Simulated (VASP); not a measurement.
# Ru (P6_3/mmc) in VASP: a series of runs

Ru is run at these levels: PBE; tasks: single point.

Program: VASP 6.6.1. These are calculated values, not measurements. Logs are shortened: lines on timing, memory, paths and dates and some standing lists are left out, and cuts for length are marked.

## Step 1: The cell of the first run

It takes space group P6_3/mmc (No. 194, hexagonal). Conventional cell: a = 2.660 Å, b = 2.660 Å, c = 4.209 Å, α = 90.00°, β = 90.00°, γ = 120.00°. Within 3.4 Å of Ru (site symmetry -6m2) lie 12 Ru at 2.61 to 2.66 Å.

## Step 2: Single point, PBE

INCAR reads:

```
SYSTEM = Ru
ALGO = Normal ; EDIFF = 1E-7
ENCUT = 520 ; GGA = PE
ISIF = 2 ; ISMEAR = -1
LASPH = .TRUE. ; LCHARG = .FALSE.
LREAL = .FALSE. ; LWAVE = .FALSE.
NBANDS = 21 ; NELM = 60
PREC = Accurate ; SIGMA = 0.05
```

KPOINTS reads:

```
k-points
0
G
  12 12 7
  0 0 0
```

POSCAR reads:

```
Ru
1.0
    2.6599301216      0.0000000000      0.0000000000
   -1.3299650608      2.3035675122      0.0000000000
    0.0000000000      0.0000000000      4.2093114007
Ru
2
Direct
    0.3333333333      0.6666666667      0.2500000000
    0.6666666667      0.3333333333      0.7500000000
```

Potentials or basis: VASP PAW PBE potentials, release 64 (Ru_pv).

Launch:

```sh
$ cat potpaw_PBE.64/Ru_pv/POTCAR > POTCAR
$ mpirun -np 1 vasp_std > vasp.out
```

OUTCAR:

```text
SYSTEM = Ru
   EDIFF = 1E-7
   ENCUT = 520
   GGA = PE
   ISIF = 2
   ISMEAR = -1
   LASPH = .TRUE.
   LREAL = .FALSE.
   NELM = 60
   PREC = Accurate

 ion  position               nearest neighbor table
   1  0.333  0.667  0.250-   2 2.61   2 2.61   2 2.61   2 2.61   2 2.61   2 2.61
   2  0.667  0.333  0.750-   1 2.61   1 2.61   1 2.61   1 2.61   1 2.61   1 2.61

  LATTYP: Found a hexagonal cell.
 ALAT       =     2.6599301216
 C/A-ratio  =     1.5824894671

  Lattice vectors:

 A1 = (   2.6599301216,   0.0000000000,   0.0000000000)
 A2 = (  -1.3299650608,   2.3035675122,   0.0000000000)
 A3 = (   0.0000000000,   0.0000000000,   4.2093114007)

Analysis of symmetry for initial positions (statically):
[... 35 lines left out ...]
                                     Primitive cell

  volume of cell :      25.7918

  direct lattice vectors                    reciprocal lattice vectors
     2.659930122  0.000000000  0.000000000     0.375949726  0.217054633  0.000000000
    -1.329965061  2.303567512  0.000000000     0.000000000  0.434109265  0.000000000
     0.000000000  0.000000000  4.209311401     0.000000000  0.000000000  0.237568549

  length of vectors
     2.659930122  2.659930515  4.209311401     0.434109329  0.434109265  0.237568549

  position of ions in fractional coordinates (direct lattice)
     0.333333333  0.666666667  0.250000000
     0.666666667  0.333333333  0.750000000

  ion indices of the primitive-cell ions
   primitive index   ion index
                 1           1
                 2           2

----------------------------------------------------------------------------------------

 KPOINTS: k-points

Automatic generation of k-mesh.
 Grid dimensions read from file:
 generate k-points for:   12   12    7

 Generating k-lattice:

  Cartesian coordinates                     Fractional coordinates (reciprocal lattice)
     0.031329144  0.018087886  0.000000000     0.083333333  0.000000000  0.000000000
     0.000000000  0.036175772  0.000000000     0.000000000  0.083333333  0.000000000
     0.000000000  0.000000000  0.033938364     0.000000000  0.000000000  0.142857143

  Length of vectors
     0.036175777  0.036175772  0.033938364

  Shift w.r.t. Gamma in fractional coordinates (k-lattice)
     0.000000000  0.000000000  0.000000000

 Subroutine IBZKPT returns following result:
 ===========================================

 Found     76 irreducible k-points:

 Following reciprocal coordinates:
            Coordinates               Weight
  0.000000  0.000000  0.000000      1.000000
  0.083333 -0.000000  0.000000      6.000000
  0.166667 -0.000000  0.000000      6.000000
  0.250000 -0.000000  0.000000      6.000000
  0.333333 -0.000000  0.000000      6.000000
  0.416667  0.000000  0.000000      6.000000
[... 16 lines left out ...]
  0.250000 -0.000000  0.142857     12.000000
  0.333333 -0.000000  0.142857     12.000000
 [... further k-points ...]
   k-points           NKPTS =     76   k-points in BZ     NKDIM =     76   number of bands    NBANDS=     21
   number of dos      NEDOS =    301   number of ions     NIONS =      2
   total plane-waves  NPLWV =  12800
   dimension x,y,z NGX =    20 NGY =   20 NGZ =   32
   dimension x,y,z NGXF=    40 NGYF=   40 NGZF=   64
   ions per type =               2
   NGX,Y,Z   is equivalent  to a cutoff of  12.50, 12.50, 12.64 a.u.
   NGXF,Y,Z  is equivalent  to a cutoff of  25.00, 25.00, 25.28 a.u.
 SYSTEM =  Ru
   PREC   = accura    normal or accurate (medium, high low for compatibility)
   ISTART =      0    job   : 0-new  1-cont  2-samecut
   ICHARG =      2    charge: 1-file 2-atom 10-const
   ISPIN  =      1    spin polarized calculation?
   LNONCOLLINEAR =      F non collinear calculations
   LSORBIT =      F    spin-orbit coupling
   LASPH  =      T    aspherical Exc in radial PAW
   ENCUT  =  520.0 eV  38.22 Ry    6.18 a.u.   4.95  4.95  7.83*2*pi/ulx,y,z
   NELM   =     60;   NELMIN=  2; NELMDL= -5     # of ELM steps
   EDIFF  = 0.1E-06   stopping-criterion for ELM
   LREAL  =      F    real-space projection
   EDIFFG = 0.1E-05   stopping-criterion for IOM
   NSW    =      0    number of steps for IOM
   IBRION =     -1    ionic relax: 0-MD 1-quasi-New 2-CG
   NFREE  =      0    steps in history (QN), initial steepest desc. (CG)
   ISIF   =      2    stress and relaxation
   ISYM   =      2    0-nonsym 1-usesym 2-fastsym
   POTIM  = 0.5000    time-step for ionic-motion
   TEBEG  =    0.0;   TEEND  =   0.0 temperature during run
   PSTRESS=    0.0 pullay stress
   NELECT =      28.0000    total number of electrons
   NUPDOWN=      -1.0000    fix difference up-down
   EMIN   =  10.00;   EMAX   =-10.00  energy-range for DOS
   EFERMI =   0.00;   METHOD = LEGACY
   ISMEAR =    -1;   SIGMA  =   0.05  broadening in eV -4-tet -1-fermi 0-gaus
   EFERMI_NEDOS =   21; number of points for ismear=-14 and -15
   IALGO  =     38    algorithm
   IMIX   =      4    mixing-type and parameters
     AMIX     =   0.40;   BMIX     =  1.00
     AMIX_MAG =   1.60;   BMIX_MAG =  1.00
  volume/ion in A,a.u.               =      12.90        87.03
  Fermi-wavevector in a.u.,A,eV,Ry     =   1.682545  3.179550 38.517531  2.830959
  Thomas-Fermi vector in A             =   2.765905
   LORBIT       =      0    0 simple, 1 ext, 2 COOP (PROOUT), +10 PAW based schemes
   GGA     = PE    functional components
   LHFCALC =     F    Hartree Fock is set to
   AEXX    =    0.0000 exact exchange contribution
   IVDW    =     0    specifies the selected vdW correction
   LEPSILON=     F    determine dielectric tensor
   LRPA    =     F    only Hartree local field effects (RPA)
 non-spin polarized calculation
  energy-cutoff  :      520.00
  volume of cell :       25.79
 maximum number of plane-waves:       717
 NGX is ok and might be reduce to    20
   NGX =  9   NGY =  9   NGZ = 15

 number of electron      27.9999992 magnetization

 Free energy of the ion-electron system (eV)
  ---------------------------------------------------
  ext. energy  EPLUGINS =         0.00000000
  ---------------------------------------------------
  free energy    TOTEN  =       -18.36177570 eV

  energy without entropy =      -18.34986385  energy(sigma->0) =      -18.35581978

 E-fermi :  13.8317     XC(G=0): -14.4427

 val. band max:       13.8273881766   @ k =   0.3333   0.1667   0.2857
 cond. band min:      13.8609942638   @ k =   0.3333   0.0833   0.2857
 fundamental gap:      0.0336060872
 Fermi energy:        13.8316988588

 k-point     1 :       0.0000    0.0000    0.0000
  band No.  band energies     occupation
      1     -30.0549      2.00000
      2     -28.9609      2.00000
      3     -28.9609      2.00000
      4     -28.7617      2.00000
      5     -28.7617      2.00000
      6     -28.7026      2.00000
[... 13 lines left out ...]
     20      24.1532      0.00000
     21      24.7760      0.00000

 k-point     2 :       0.0833   -0.0000    0.0000
  band No.  band energies     occupation
      1     -30.0270      2.00000
      2     -29.0207      2.00000
      3     -28.9810      2.00000
      4     -28.8241      2.00000
      5     -28.7698      2.00000
      6     -28.7155      2.00000
[... 13 lines left out ...]
     20      24.1531      0.00000
     21      24.7343      0.00000

 k-point     3 :       0.1667   -0.0000    0.0000
  band No.  band energies     occupation
      1     -29.9470      2.00000
      2     -29.1842      2.00000
      3     -29.0340      2.00000
      4     -28.9906      2.00000
      5     -28.7932      2.00000
      6     -28.7544      2.00000
[... 13 lines left out ...]
     20      24.1531      0.00000
     21      24.5887      0.00000

 k-point     4 :       0.2500   -0.0000    0.0000
  band No.  band energies     occupation
      1     -29.8260      2.00000
      2     -29.4072      2.00000
      3     -29.2095      2.00000
      4     -29.1034      2.00000
      5     -28.8278      2.00000
      6     -28.8191      2.00000
[... 13 lines left out ...]
     20      24.1530      0.00000
     21      24.3670      0.00000

 k-point     5 :       0.3333   -0.0000    0.0000
  band No.  band energies     occupation
      1     -29.6827      2.00000
      2     -29.6294      2.00000
      3     -29.4196      2.00000
      4     -29.1701      2.00000
      5     -28.9057      2.00000
      6     -28.8641      2.00000
[... 13 lines left out ...]
     20      24.1527      0.00000
     21      24.1671      0.00000

 k-point     6 :       0.4167    0.0000    0.0000
  band No.  band energies     occupation
      1     -29.7910      2.00000
      2     -29.5686      2.00000
      3     -29.5482      2.00000
      4     -29.2176      2.00000
      5     -28.9985      2.00000
      6     -28.8916      2.00000
[... 13 lines left out ...]
     20      24.1528      0.00000
     21      25.0878      0.00000

 k-point     7 :       0.5000   -0.0000    0.0000
  band No.  band energies     occupation
      1     -29.8498      2.00000
      2     -29.6222      2.00000
      3     -29.4846      2.00000
      4     -29.2347      2.00000
      5     -29.0468      2.00000
      6     -28.9017      2.00000
[... 13 lines left out ...]
     20      24.1522      0.00000
     21      25.3742      0.00000
[... 291 lines left out ...]
      1     -29.9917      2.00000
      2     -28.9511      2.00000
      3     -28.9511      2.00000
      4     -28.7738      2.00000
      5     -28.7717      2.00000
      6     -28.7717      2.00000
[... 13 lines left out ...]
     20      24.1531      0.00000
     21      25.7512      0.00000

 k-point    21 :       0.0833   -0.0000    0.1429
  band No.  band energies     occupation
      1     -29.9675      2.00000
      2     -29.0091      2.00000
      3     -28.9706      2.00000
      4     -28.8619      2.00000
      5     -28.7803      2.00000
      6     -28.7560      2.00000
[... 13 lines left out ...]
     20      24.1532      0.00000
     21      25.7357      0.00000

 k-point    22 :       0.1667   -0.0000    0.1429
  band No.  band energies     occupation
      1     -29.9003      2.00000
      2     -29.1662      2.00000
      3     -29.0341      2.00000
      4     -29.0223      2.00000
      5     -28.8053      2.00000
      6     -28.7804      2.00000
[... 13 lines left out ...]
     20      24.1531      0.00000
     21      25.6939      0.00000

 k-point    23 :       0.2500   -0.0000    0.1429
  band No.  band energies     occupation
      1     -29.8104      2.00000
      2     -29.3710      2.00000
      3     -29.2503      2.00000
      4     -29.0900      2.00000
      5     -28.8417      2.00000
      6     -28.8316      2.00000
[... 13 lines left out ...]
     20      24.1531      0.00000
     21      25.7224      0.00000

 k-point    24 :       0.3333   -0.0000    0.1429
  band No.  band energies     occupation
      1     -29.7707      2.00000
      2     -29.5248      2.00000
      3     -29.4370      2.00000
      4     -29.1552      2.00000
      5     -28.9033      2.00000
      6     -28.8796      2.00000
[... 13 lines left out ...]
     20      24.1530      0.00000
     21      25.8557      0.00000

 [... further k-points ...]
[... 5 lines left out ...]
  --------------------------------------------------------------------------------------
  -------------------------------------------------------------------------------------
  Total        3.7477622      3.7477637      3.9840128     -0.0000000      0.0000000      0.0000000
  in kB      232.8093311    232.8094230    247.4851097     -0.0000000      0.0000000      0.0000000
  external PRESSURE =     237.7012880 kB  Pullay stress =       0.0000000 kB

 VOLUME and BASIS-vectors are now :
 -----------------------------------------------------------------------------
  energy-cutoff  :      520.00
  volume of cell :       25.79
      direct lattice vectors                 reciprocal lattice vectors
     2.659930122  0.000000000  0.000000000     0.375949726  0.217054633  0.000000000
    -1.329965061  2.303567512  0.000000000     0.000000000  0.434109265  0.000000000
     0.000000000  0.000000000  4.209311401     0.000000000  0.000000000  0.237568549

 POSITION                                       TOTAL-FORCE (eV/Angst)
 -----------------------------------------------------------------------------------
     -0.00000      1.53571      1.05233         0.000000      0.000000      0.000000
      1.32997      0.76786      3.15698        -0.000000     -0.000000      0.000000
 -----------------------------------------------------------------------------------
    total drift:                               -0.000000      0.000000     -0.000000

  FREE ENERGIE OF THE ION-ELECTRON SYSTEM (eV)
  ---------------------------------------------------
  free  energy   TOTEN  =       -18.3617757023 eV

  energy  without entropy=      -18.3498638479  energy(sigma->0) =      -18.35581978
```

Run time: 23 s. Hardware: 1 thread of Intel Xeon Platinum 8259CL at 2.50GHz (Skylake/Cascade Lake), shared host; peak memory 0.16 GiB.

What came out:

- Free energy: -18.3618 eV
- Pressure: 23.8 GPa
- Band gap on the k mesh: zero (band 14 reaches 15.35 eV, above the bottom of band 15 at 12.13 eV)

Stress tensor (GPa, compression positive):
```
23.28  0.00  0.00
 0.00 23.28  0.00
 0.00  0.00 24.75
```

## Step 3: Single point, PBE

This run uses another cell than the first one, of 13.30 Å³/atom, 1.032 times its volume.

INCAR reads:

```
SYSTEM = Ru
  PREC = Accurate
  ENCUT = 520
  EDIFF = 1E-6
  ISMEAR = -1
  SIGMA = 0.05
  LREAL = .FALSE.
  LASPH = .TRUE.
  NELM = 100
  ALGO = Normal
  ISIF = 2
  LWAVE = .FALSE.
  LCHARG = .TRUE.
  GGA = PE
  LELF = .TRUE.
  LVHAR = .TRUE.
  NBANDS = 21
```

KPOINTS reads:

```
regular mesh
0
G
  12 12 7
  0 0 0
```

POSCAR reads:

```
Ru
1.0
    2.6876397213      0.0000000000      0.0000000000
   -1.3438198606      2.3275647342      0.0000000000
    0.0000000000      0.0000000000      4.2531615502
Ru
2
Direct
    0.3333333333      0.6666666667      0.2500000000
    0.6666666667      0.3333333333      0.7500000000
```

Potentials or basis: VASP PAW PBE potentials, release 64 (Ru_pv).

Launch:

```sh
$ cat potpaw_PBE.64/Ru_pv/POTCAR > POTCAR
$ mpirun -np 1 vasp_std > vasp.out
```

Wall time 23 s (1 thread of Intel Xeon Platinum 8259CL at 2.50GHz (Skylake/Cascade Lake), shared host); peak memory 0.16 GiB.

The run converged. Its results:

- Free energy: -18.4510 eV
- Pressure: 11.4 GPa
- Band gap on the k mesh: zero (band 14 reaches 14.68 eV, above the bottom of band 15 at 11.62 eV)

Stress tensor (GPa, compression positive):
```
11.22  0.00  0.00
 0.00 11.22  0.00
 0.00  0.00 11.90
```

Levels at points of the mesh, in eV from the Fermi level:
```csv
k point,band 11,band 12,band 13,band 14,band 15,band 16,band 17,band 18
"(0.00, 0.00, 0.00)",-2.52,-2.01,-2.01,-1.46,-1.46,1.19,1.19,1.29
"(0.50, 0.00, 0.00)",-2.16,-1.85,-1.59,1.44,1.87,1.95,4.15,6.25
```

## Step 4: Single point, PBE

This run uses another cell than the first one, of 13.71 Å³/atom, 1.063 times its volume.

INCAR reads:

```
PREC     = Accurate       # precision mode
ENCUT    = 520            # plane-wave cutoff, eV
EDIFF    = 1E-7           # SCF threshold, eV
ISMEAR   = -1             # smearing method
SIGMA    = 0.05           # smearing width, eV
LREAL    = F              # projectors in reciprocal space
LASPH    = T              # aspherical terms in the spheres
NELM     = 60             # most SCF steps
ALGO     = Normal         # electronic algorithm
ISIF     = 2              # what is computed and relaxed
LWAVE    = F              # write WAVECAR
LCHARG   = T              # write CHGCAR
GGA      = PE             # functional
LELF     = T              # ELF
LVHAR    = T            
NBANDS   = 21             # bands
```

KPOINTS reads:

```
regular mesh
0
Gamma
  12 12 7
```

POSCAR reads:

```
Ru
1.0
    2.7147894348      0.0000000000      0.0000000000
   -1.3573947174      2.3510770804      0.0000000000
    0.0000000000      0.0000000000      4.2961256859
Ru
2
Direct
    0.3333333333      0.6666666667      0.2500000000
    0.6666666667      0.3333333333      0.7500000000
```

Potentials or basis: VASP PAW PBE potentials, release 64 (Ru_pv).

Launch:

```sh
$ cat potpaw_PBE.64/Ru_pv/POTCAR > POTCAR
$ mpirun -np 1 vasp_std > vasp.out
```

OUTCAR:

```text
PREC = Accurate
   ENCUT = 520
   EDIFF = 1E-7
   ISMEAR = -1
   LREAL = F
   LASPH = T
   NELM = 60
   ISIF = 2
   GGA = PE

 ion  position               nearest neighbor table
   1  0.333  0.667  0.250-   2 2.66   2 2.66   2 2.66   2 2.66   2 2.66   2 2.66
   2  0.667  0.333  0.750-   1 2.66   1 2.66   1 2.66   1 2.66   1 2.66   1 2.66

  LATTYP: Found a hexagonal cell.
 ALAT       =     2.7147894348
 C/A-ratio  =     1.5824894671

  Lattice vectors:

 A1 = (   2.7147894348,   0.0000000000,   0.0000000000)
[... 188 lines left out ...]
      2     -30.0545      2.00000
      3     -30.0545      2.00000
      4     -29.8896      2.00000
      5     -29.8896      2.00000
      6     -29.8415      2.00000
[... 565 lines left out ...]
     20      23.0843      0.00000
     21      24.1194      0.00000

 [... further k-points ...]
[... 5 lines left out ...]
  --------------------------------------------------------------------------------------
  -------------------------------------------------------------------------------------
  Total        0.1835272      0.1835273      0.1895819      0.0000000     -0.0000000      0.0000000
  in kB       10.7233651     10.7233694     11.0771362      0.0000000     -0.0000000      0.0000000
  external PRESSURE =      10.8412902 kB  Pullay stress =       0.0000000 kB

 VOLUME and BASIS-vectors are now :
 -----------------------------------------------------------------------------
  energy-cutoff  :      520.00
  volume of cell :       27.42
      direct lattice vectors                 reciprocal lattice vectors
     2.714789435  0.000000000  0.000000000     0.368352693  0.212668485  0.000000000
    -1.357394717  2.351077080  0.000000000     0.000000000  0.425336969  0.000000000
     0.000000000  0.000000000  4.296125686     0.000000000  0.000000000  0.232767864

 POSITION                                       TOTAL-FORCE (eV/Angst)
 -----------------------------------------------------------------------------------
     -0.00000      1.56738      1.07403        -0.000000      0.000000      0.000000
      1.35739      0.78369      3.22209         0.000000     -0.000000      0.000000
 -----------------------------------------------------------------------------------
    total drift:                               -0.000000      0.000000     -0.000000

  FREE ENERGIE OF THE ION-ELECTRON SYSTEM (eV)
  ---------------------------------------------------
  free  energy   TOTEN  =       -18.4826217020 eV

  energy  without entropy=      -18.4696268459  energy(sigma->0) =      -18.47612427
```

stdout:

```text
POSCAR found type information on POSCAR Ru
 POSCAR found :  1 types and       2 ions
 scaLAPACK will be used
 LDA part: xc-table for (Slater+PW92), standard interpolation
 POSCAR, INCAR and KPOINTS ok, starting setup
 FFT: planning ... GRIDC
 FFT: planning ... GRID_SOFT
 FFT: planning ... GRID
 WAVECAR not read
 entering main loop
```

Run time: 24 s. Hardware: 1 thread of Intel Xeon Platinum 8259CL at 2.50GHz (Skylake/Cascade Lake), shared host; peak memory 0.16 GiB.

Results:

```
Free energy            : -18.4826 eV
Pressure               : 1.1 GPa
Band gap on the k mesh : zero (band 14 reaches 14.06 eV, above the bottom of band 15 at 11.14 eV)
```

Levels at points of the mesh, in eV from the Fermi level:
```tsv
k point	band 11	band 12	band 13	band 14	band 15	band 16	band 17	band 18
(0.00, 0.00, 0.00)	-2.41	-1.92	-1.92	-1.40	-1.40	1.14	1.14	1.26
(0.50, 0.00, 0.00)	-2.07	-1.80	-1.53	1.37	1.78	1.85	3.98	6.03
```

## Step 5: The runs side by side

| cell | gap on the mesh (eV) | pressure (GPa) |
| --- | --- | --- |
| a = 2.660, b = 2.660, c = 4.209 Å, angles 90.0, 90.0, 120.0°, 2 atoms | none | 23.8 |
| a = 2.688, b = 2.688, c = 4.253 Å, angles 90.0, 90.0, 120.0°, 2 atoms | none | 11.4 |
| a = 2.715, b = 2.715, c = 4.296 Å, angles 90.0, 90.0, 120.0°, 2 atoms | none | 1.1 |

Alike in all rows: task single point; level PBE; potentials or basis VASP PAW PBE potentials, release 64 (Ru_pv); no spin polarisation; k mesh 12 × 12 × 7; cutoff (eV) 520; smearing fermi-dirac 0.05 eV.

Absolute energies hang on the potentials; compare differences alone.
